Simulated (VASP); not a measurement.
A run of VASP 6.6.1:

INCAR

```
SYSTEM = TiB5
ALGO     = Normal         ! electronic algorithm
EDIFF    = 1E-6           ! SCF threshold, eV
EDIFFG   = -0.01          ! ionic threshold
ENCUT    = 600            ! plane-wave cutoff, eV
GGA      = PE             ! functional
IBRION   = 2              ! ionic algorithm
ISIF     = 3              ! what is computed and relaxed
ISMEAR   = 0              ! smearing method
LASPH    = .TRUE.         ! aspherical terms in the spheres
LCHARG   = .FALSE.        ! write CHGCAR
LREAL    = .FALSE.        ! projectors in reciprocal space
LWAVE    = .FALSE.        ! write WAVECAR
NELM     = 100            ! most SCF steps
NSW      = 100            ! ionic steps
PREC     = Accurate       ! precision mode
SIGMA    = 0.1            ! smearing width, eV
```

Contents of KPOINTS:

```
k-points
0
G
  12 12 12
  0 0 0
```

The input POSCAR:

```
TiB5
1.0
    0.0000000000      2.8185619891      2.8185619891
    2.8185619891      0.0000000000      2.8185619891
    2.8185619891      2.8185619891      0.0000000000
Ti B
1 5
Direct
    0.0000000000      0.0000000000      0.0000000000
    0.7500000000      0.7500000000      0.7500000000
    0.3816076590      0.3816076590      0.8551770230
    0.3816076590      0.8551770230      0.3816076590
    0.3816076590      0.3816076590      0.3816076590
    0.8551770230      0.3816076590      0.3816076590
```

Potentials or basis: VASP PAW PBE potentials, release 64 (Ti_sv, B).

Run with:

```bash
$ cat potpaw_PBE.64/Ti_sv/POTCAR potpaw_PBE.64/B/POTCAR > POTCAR
$ mpirun -np 1 vasp_std > vasp.out
```

Hardware: 1 thread of Intel(R) Xeon(R) Platinum 8488C (Sapphire Rapids), with other jobs on the host.

Problem. Estimate the wall time of this run.

Solution. Run time: 3.7 min on 1 thread of Intel(R) Xeon(R) Platinum 8488C (Sapphire Rapids) (shared host), peak memory 0.23 GiB. Counts: scf iterations 48, k points 72, ion steps 6.
